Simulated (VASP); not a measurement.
A run of VASP 6.6.1 is set up as follows.

Contents of INCAR:

```
PREC = Accurate
ENCUT = 520
EDIFF = 1E-7
ISMEAR = 0
SIGMA = 0.1
LREAL = False
LASPH = True
NELM = 150
ALGO = Normal
ISIF = 2
LWAVE = False
LCHARG = False
ISPIN = 2
MAGMOM = 0 0 1
LORBIT = 11
GGA = PE
NBANDS = 17
```

The input KPOINTS:

```
Automatic mesh
0
Gamma
  6 6 4
```

File POSCAR:

```
Si2C
1.0
    2.7309466400      0.0000000000      0.0000000000
   -1.3654733200      2.3650691600      0.0000000000
    0.0000000000      0.0000000000      6.6894257700
Si C
2 1
Direct
    0.6666666700      0.3333333300      0.8333333300
    0.3333333300      0.6666666700      0.1666666700
    0.0000000000      0.0000000000      0.5000000000
```

Potentials or basis: VASP PAW PBE potentials, release 64 (Si, C).

Command:

```bash
$ cat potpaw_PBE.64/Si/POTCAR potpaw_PBE.64/C/POTCAR > POTCAR
$ mpirun -np 1 vasp_std > vasp.out
```

Task: Predict the largest force.

Result: 1.795 eV/Å.

Task: Estimate the pressure.

Result: -11.9 GPa.

Task: Estimate the net moment.

Result: 0.00 μB per cell.

Task: What does it give for the band gap on the k mesh?

Result: Zero (filled and empty bands overlap).

Forces in eV/Å, atoms in the order of the input:
```
Si   0.000  0.000 -1.795
Si   0.000  0.000  1.795
C    0.000  0.000  0.000
```

Caveat: the k points lie up to 0.44 Å⁻¹ apart, too coarse for converged energies and pressures of a metal; forces of over 1 eV/Å act on the atoms, so gaps and moduli don't describe the material at rest.
